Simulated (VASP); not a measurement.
Runs of VASP 6.6.1 on ZrTiN. The structure is that of space group P4/nmm (No. 129), or close to it. The cells are those of the table. 

```tsv
cell	k mesh	gap on the mesh (eV)	pressure (GPa)	largest force (eV/Å)
a = 3.167, b = 3.167, c = 7.728 Å, 6 atoms	12 × 12 × 6	none	20.1	0.04
a = 3.223, b = 3.223, c = 7.953 Å, 6 atoms	12 × 12 × 6	none	(b)	0.03
a = 3.194, b = 3.194, c = 7.848 Å, 6 atoms	12 × 12 × 6	none	12.5	0.03
a = 3.252, b = 3.252, c = 8.053 Å, 6 atoms	6 × 6 × 2	none	0.0	0.08
a = 3.145, b = 3.145, c = 7.579 Å, 6 atoms	12 × 12 × 6	none	(a)	0.04
```

Alike in all rows: task single point; level PBE; potentials or basis VASP PAW PBE potentials, release 64 (Zr_sv, Ti_sv, N); no spin polarisation; cutoff (eV) 520; smearing gaussian 0.1 eV.

Task: Estimate the missing entries.

Result: (a) 28.4; (b) 5.9.

Caveats: some runs use coarse meshes.

A k mesh can miss the band edges, and the runs leave out spin-orbit coupling on Zr.

A gap of «none» marks levels without a gap at the run's occupations.
